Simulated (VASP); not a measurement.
# H2C3F4 in VASP: notebook

H2C3F4 is run at these levels: PBE; tasks: single point.

All numbers are computed with VASP 6.6.1; they aren't measurements. Logs are shortened: lines on timing, memory, paths and dates and some standing lists are left out, and cuts for length are marked.

**1. The cell of the first run**

The cell holds a disordered packing, 36 atoms: a = 9.531 Å, b = 9.428 Å, c = 9.398 Å, α = 89.30°, β = 93.01°, γ = 90.69°.

**2. Single point, PBE**

INCAR reads:

```
SYSTEM = H2C3F4
PREC     = Accurate       ! precision mode
ENCUT    = 520            ! plane-wave cutoff, eV
EDIFF    = 1E-6           ! SCF threshold, eV
ISMEAR   = -1             ! smearing method
SIGMA    = 0.02           ! smearing width, eV
LREAL    = Auto         
LASPH    = .True.         ! aspherical terms in the spheres
NELM     = 100            ! most SCF steps
ALGO     = Normal         ! electronic algorithm
ISIF     = 2              ! what is computed and relaxed
LWAVE    = .False.        ! write WAVECAR
LCHARG   = .False.        ! write CHGCAR
GGA      = PE             ! functional
NBANDS   = 108            ! bands
```

KPOINTS reads:

```
regular mesh
0
Gamma
  1 1 1
  0 0 0
```

POSCAR reads:

```
H2C3F4
1.0
    9.5273720000     -0.0566670000     -0.2486380000
   -0.0566670000      9.4280860000      0.0567450000
   -0.2486380000      0.0567450000      9.3949910000
C H F
12 8 16
Direct
    0.2685960077      0.2331588501      0.6781009769
    0.1464758141      0.2751696509      0.6569250520
    0.6188303788      0.1901968291      0.0207101879
    0.6662527076      0.0711355127      0.0173197777
    0.7825302864      0.5584268000      0.6705039778
    0.6564920210      0.5189584975      0.6681837761
    0.8174576336      0.2401307442      0.4255804835
    0.8984204159      0.1939498665      0.3442553346
    0.1214505097      0.7232339942      0.6990913880
    0.6404381312      0.6250476829      0.2271283629
    0.6153312170      1.0036452211      0.5888715460
    0.2081013003      0.4013681553      0.0821039909
    0.1021293324      0.3606156157      0.7202806368
    0.3568774021      0.1689573694      0.6886697175
    0.7261185898     -0.0224194882     -0.0049374323
    0.5690298887      0.2942285142      0.0393599586
    0.5595698907      0.4576436435      0.6221784938
    0.8522905872      0.6553369721      0.6630261520
    0.9744887320      0.1288238844      0.2900465597
    0.7781311483      0.2682415465      0.5302667779
    0.2152972489      0.6159030065      0.7738785126
    0.1138718032      0.7154279796      0.5592784386
    0.0129300496      0.7268612562      0.7669798896
    0.2149363825      0.8439849442      0.7334067086
    0.7958489264      0.6280803114      0.2467738253
    0.5812329682      0.6183008223      0.3514565498
    0.6229911217      0.7396109383      0.1619086217
    0.6111991536      0.4980979293      0.1660887986
    0.7028985660      1.0653121069      0.6833552218
    0.6964208951      0.9688684245      0.4756234742
    0.5505535618      0.8853558983      0.6377067329
    0.5180913939      1.1088568384      0.5526663226
    0.1048504417      0.5081330303      0.0496898608
    0.2659189352      0.4192691953      0.1984808843
    0.1454917672      0.2745880763      0.0635224964
    0.2964793706      0.4155378695     -0.0357066503
```

Potentials or basis: VASP PAW PBE potentials, release 64 (C, H, F).

On the command line:

```console
$ cat potpaw_PBE.64/C/POTCAR potpaw_PBE.64/H/POTCAR potpaw_PBE.64/F/POTCAR > POTCAR
$ mpirun -np 1 vasp_gam > vasp.out
```

OUTCAR:

```text
SYSTEM = H2C3F4
   PREC = Accurate
   ENCUT = 520
   EDIFF = 1E-6
   ISMEAR = -1
   LREAL = Auto
   LASPH = .True.
   NELM = 100
   ISIF = 2
   GGA = PE

 ion  position               nearest neighbor table
   1  0.269  0.233  0.678-  14 1.04   2 1.24
   2  0.146  0.275  0.657-  13 1.11   1 1.24
   3  0.619  0.190  0.021-  16 1.11   4 1.22
   4  0.666  0.071  0.017-  15 1.08   3 1.22
   5  0.783  0.558  0.671-  18 1.13   6 1.25
   6  0.656  0.519  0.668-  17 1.15   5 1.25
   7  0.817  0.240  0.426-  20 1.11   8 1.20
   8  0.898  0.194  0.344-  19 1.10   7 1.20
   9  0.121  0.723  0.699-  23 1.24  22 1.32  24 1.47  21 1.50
  10  0.640  0.625  0.227-  27 1.24  26 1.32  28 1.35  25 1.48
  11  0.615  0.004  0.589-  29 1.32  31 1.36  30 1.39  32 1.39
  12  0.208  0.401  0.082-  34 1.21  35 1.34  36 1.43  33 1.44
  13  0.102  0.361  0.720-   2 1.11
  14  0.357  0.169  0.689-   1 1.04
  15  0.726  0.978  0.995-   4 1.08
  16  0.569  0.294  0.039-   3 1.11
  17  0.560  0.458  0.622-   6 1.15
  18  0.852  0.655  0.663-   5 1.13
[... 16 lines left out ...]
  35  0.145  0.275  0.064-  12 1.34
  36  0.296  0.416  0.964-  12 1.43

  LATTYP: Found a triclinic cell.
 ALAT       =     9.3984518268
 B/A-ratio  =     1.0140802409
 C/A-ratio  =     1.0031893796
 COS(alpha) =     0.0121105521
 COS(beta)  =     0.0122127650
 COS(gamma) =     0.0525599128

  Lattice vectors:

 A1 = (   0.2486380000,  -0.0567450000,  -9.3949910000)
 A2 = (   9.5273720000,  -0.0566670000,  -0.2486380000)
 A3 = (   0.0566670000,  -9.4280860000,  -0.0567450000)

Analysis of symmetry for initial positions (statically):
=====================================================================
 Subroutine PRICEL returns:
 Original cell was already a primitive cell.

 Routine SETGRP: Setting up the symmetry group for a
 triclinic supercell.

 Subroutine GETGRP returns: Found  1 space group operations
 (whereof  1 operations were pure point group operations)
 out of a pool of  2 trial point group operations.

The static configuration has the point symmetry C_1 .

Analysis of symmetry for dynamics (positions and initial velocities):
=====================================================================
 Subroutine PRICEL returns:
 Original cell was already a primitive cell.

 Routine SETGRP: Setting up the symmetry group for a
 triclinic supercell.

 Subroutine GETGRP returns: Found  1 space group operations
 (whereof  1 operations were pure point group operations)
 out of a pool of  2 trial point group operations.

The dynamic configuration has the point symmetry C_1 .

 Subroutine INISYM returns: Found  1 space group operations
 (whereof  1 operations are pure point group operations),
 and found     1 'primitive' translations

----------------------------------------------------------------------------------------

                                     Primitive cell

  volume of cell :     843.2619

  direct lattice vectors                    reciprocal lattice vectors
     9.527372000 -0.056667000 -0.248638000     0.105036842  0.000614610  0.002776083
    -0.056667000  9.428086000  0.056745000     0.000614610  0.106073519 -0.000624410
    -0.248638000  0.056745000  9.394991000     0.002776083 -0.000624410  0.106516938

  length of vectors
     9.530784293  9.428427057  9.398451827     0.105075319  0.106077137  0.106554937

  position of ions in fractional coordinates (direct lattice)
     0.268596008  0.233158850  0.678100977
     0.146475814  0.275169651  0.656925052
     0.618830379  0.190196829  0.020710188
     0.666252708  0.071135513  0.017319778
     0.782530286  0.558426800  0.670503978
     0.656492021  0.518958498  0.668183776
[... 28 lines left out ...]
     0.145491767  0.274588076  0.063522496
     0.296479371  0.415537869  0.964293350

  ion indices of the primitive-cell ions
   primitive index   ion index
                 1           1
                 2           2
                 3           3
                 4           4
                 5           5
                 6           6
[... 28 lines left out ...]
                35          35
                36          36

----------------------------------------------------------------------------------------

 KPOINTS: regular mesh

Automatic generation of k-mesh.
 Grid dimensions read from file:
 generate k-points for:    1    1    1

 Generating k-lattice:

  Cartesian coordinates                     Fractional coordinates (reciprocal lattice)
     0.105036842  0.000614610  0.002776083     1.000000000 -0.000000000  0.000000000
     0.000614610  0.106073519 -0.000624410    -0.000000000  1.000000000  0.000000000
     0.002776083 -0.000624410  0.106516938     0.000000000  0.000000000  1.000000000

  Length of vectors
     0.105075319  0.106077137  0.106554937

  Shift w.r.t. Gamma in fractional coordinates (k-lattice)
     0.000000000  0.000000000  0.000000000

 Subroutine IBZKPT returns following result:
 ===========================================

 Found      1 irreducible k-points:

 Following reciprocal coordinates:
            Coordinates               Weight
  0.000000  0.000000  0.000000      1.000000
   k-points           NKPTS =      1   k-points in BZ     NKDIM =      1   number of bands    NBANDS=    108
   number of dos      NEDOS =    301   number of ions     NIONS =     36
   total plane-waves  NPLWV = 352800
   dimension x,y,z NGX =    72 NGY =   70 NGZ =   70
   dimension x,y,z NGXF=   144 NGYF=  140 NGZF=  140
   ions per type =              12   8  16
   NGX,Y,Z   is equivalent  to a cutoff of  12.56, 12.34, 12.38 a.u.
   NGXF,Y,Z  is equivalent  to a cutoff of  25.12, 24.69, 24.76 a.u.
 SYSTEM =  H2C3F4
   PREC   = accura    normal or accurate (medium, high low for compatibility)
   ISTART =      0    job   : 0-new  1-cont  2-samecut
   ICHARG =      2    charge: 1-file 2-atom 10-const
   ISPIN  =      1    spin polarized calculation?
   LNONCOLLINEAR =      F non collinear calculations
   LSORBIT =      F    spin-orbit coupling
   LASPH  =      T    aspherical Exc in radial PAW
   ENCUT  =  520.0 eV  38.22 Ry    6.18 a.u.  17.72 17.53 17.47*2*pi/ulx,y,z
   NELM   =    100;   NELMIN=  2; NELMDL= -5     # of ELM steps
   EDIFF  = 0.1E-05   stopping-criterion for ELM
   LREAL  =      T    real-space projection
   EDIFFG = 0.1E-04   stopping-criterion for IOM
   NSW    =      0    number of steps for IOM
   IBRION =     -1    ionic relax: 0-MD 1-quasi-New 2-CG
   NFREE  =      0    steps in history (QN), initial steepest desc. (CG)
   ISIF   =      2    stress and relaxation
   ISYM   =      2    0-nonsym 1-usesym 2-fastsym
   POTIM  = 0.5000    time-step for ionic-motion
   TEBEG  =    0.0;   TEEND  =   0.0 temperature during run
   PSTRESS=    0.0 pullay stress
   NELECT =     168.0000    total number of electrons
   NUPDOWN=      -1.0000    fix difference up-down
   EMIN   =  10.00;   EMAX   =-10.00  energy-range for DOS
   EFERMI =   0.00;   METHOD = LEGACY
   ISMEAR =    -1;   SIGMA  =   0.02  broadening in eV -4-tet -1-fermi 0-gaus
   EFERMI_NEDOS =   21; number of points for ismear=-14 and -15
   IALGO  =     38    algorithm
   IMIX   =      4    mixing-type and parameters
     AMIX     =   0.40;   BMIX     =  1.00
     AMIX_MAG =   1.60;   BMIX_MAG =  1.00
  volume/ion in A,a.u.               =      23.42       158.07
  Fermi-wavevector in a.u.,A,eV,Ry     =   0.956145  1.806852 12.438627  0.914213
  Thomas-Fermi vector in A             =   2.085047
   LORBIT       =      0    0 simple, 1 ext, 2 COOP (PROOUT), +10 PAW based schemes
   GGA     = PE    functional components
   LHFCALC =     F    Hartree Fock is set to
   AEXX    =    0.0000 exact exchange contribution
   IVDW    =     0    specifies the selected vdW correction
   LEPSILON=     F    determine dielectric tensor
   LRPA    =     F    only Hartree local field effects (RPA)
 non-spin polarized calculation
  energy-cutoff  :      520.00
  volume of cell :      843.26
 maximum number of plane-waves:     11362
 NGX is ok and might be reduce to    70
   NGX = 35   NGY = 35   NGZ = 35

 number of electron     167.9999997 magnetization

 Free energy of the ion-electron system (eV)
  ---------------------------------------------------
  ext. energy  EPLUGINS =         0.00000000
  ---------------------------------------------------
  free energy    TOTEN  =      -189.82024121 eV

  energy without entropy =     -189.82024121  energy(sigma->0) =     -189.82024121

 E-fermi :  -3.5339     XC(G=0):  -5.2609

 val. band max:       -4.1400928613   @ k =   0.0000   0.0000   0.0000
 cond. band min:       0.5404082067   @ k =   0.0000   0.0000   0.0000
 fundamental gap:      4.6805010679
 Fermi energy:        -3.5339491611

 k-point     1 :       0.0000    0.0000    0.0000
  band No.  band energies     occupation
      1     -33.3496      2.00000
      2     -33.1829      2.00000
      3     -32.8923      2.00000
      4     -31.9742      2.00000
      5     -30.9751      2.00000
      6     -30.5219      2.00000
[... 88 lines left out ...]
     95       2.5132      0.00000
     96       2.6278      0.00000
 [bands above 96 left out]

------------------------ aborting loop because EDIFF is reached ----------------------------------------

  FORCE on cell =-STRESS in cart. coord.  units (eV):
  Direction    XX          YY          ZZ          XY          YZ          ZX
  --------------------------------------------------------------------------------------
  -------------------------------------------------------------------------------------
  Total       -7.3584999     -6.8861764      2.9691603     -1.1087553     -0.1269513      2.3362569
  in kB      -13.9809734    -13.0835701      5.6413335     -2.1066086     -0.2412045      4.4388321
  external PRESSURE =      -7.1410700 kB  Pullay stress =       0.0000000 kB

 VOLUME and BASIS-vectors are now :
 -----------------------------------------------------------------------------
  energy-cutoff  :      520.00
  volume of cell :      843.26
      direct lattice vectors                 reciprocal lattice vectors
     9.527372000 -0.056667000 -0.248638000     0.105036842  0.000614610  0.002776083
    -0.056667000  9.428086000  0.056745000     0.000614610  0.106073519 -0.000624410
    -0.248638000  0.056745000  9.394991000     0.002776083 -0.000624410  0.106516938

 POSITION                                       TOTAL-FORCE (eV/Angst)
 -----------------------------------------------------------------------------------
      2.37720      2.22150      6.31720        -2.040200      0.011433     -0.663467
      1.21660      2.62330      6.15100         1.502715      1.175420      1.739663
      5.87990      1.75930      0.05150        -0.594953      0.571541      0.511006
      6.33930      0.63390      0.00110         0.329173      0.394675     -0.453489
      7.25710      5.25860      6.13650        -2.300830      1.397417     -0.220785
      6.05910      4.89350      6.14380         0.896253     -0.939340     -1.400677
[... 28 lines left out ...]
      1.35480      2.58420      0.57620        -0.127975     -0.196524      0.618820
      2.56136      3.95564      9.00939        -0.237227     -0.093184      1.969773
 -----------------------------------------------------------------------------------
    total drift:                                0.037123      0.016846     -0.000363

  FREE ENERGIE OF THE ION-ELECTRON SYSTEM (eV)
  ---------------------------------------------------
  free  energy   TOTEN  =      -189.8202412099 eV

  energy  without entropy=     -189.8202412099  energy(sigma->0) =     -189.82024121
```

Run time: 3.6 min. Hardware: 1 thread of Oxide Virtual Turin-like, shared host; peak memory 0.62 GiB.

Results:

* Free energy: -189.8202 eV
* Pressure: -0.7 GPa
* Largest force: 9.020 eV/Å
* Band gap on the k mesh: 4.68 eV

Forces on the atoms (eV/Å):
```
C   -2.040  0.011 -0.663
C    1.503  1.175  1.740
C   -0.595  0.572  0.511
C    0.329  0.395 -0.453
C   -2.301  1.397 -0.221
C    0.896 -0.939 -1.401
C   -0.250  0.510  1.895
C    1.290 -1.233 -0.795
C    8.589  0.675  1.621
C    4.732 -3.688  2.466
C    0.314  0.469 -1.351
C   -3.452  0.775 -8.297
H   -0.716 -0.568 -1.021
H    1.087 -0.590  0.001
H   -0.425  0.271  0.273
H    0.659 -1.318 -0.381
H    1.577  1.083  1.257
H   -0.863 -1.890  0.190
H   -0.869  0.915  0.122
H    0.050  0.117 -1.371
F   -2.153  0.853 -2.156
F   -0.756 -0.656  0.344
F   -2.962  0.512  1.094
F   -2.065 -0.893 -0.756
F   -1.801 -0.686  0.546
F   -0.229  0.577  0.536
F   -2.331  2.988 -2.652
F   -0.379  0.918 -0.910
F    0.385 -0.417  1.104
F   -1.659  0.037  0.927
F    0.434  1.003 -0.269
F    0.533 -1.533 -0.436
F    1.076 -1.266  0.841
F    2.759  0.712  5.079
F   -0.128 -0.197  0.619
F   -0.237 -0.093  1.970
```

Stress tensor (GPa, compression positive):
```
-1.40 -0.21  0.44
-0.21 -1.31 -0.02
 0.44 -0.02  0.56
```

Caveat: the k points lie up to 0.67 Å⁻¹ apart; the atoms stand as in a frame of molecular dynamics.

(Continued in part 2 of 2.)
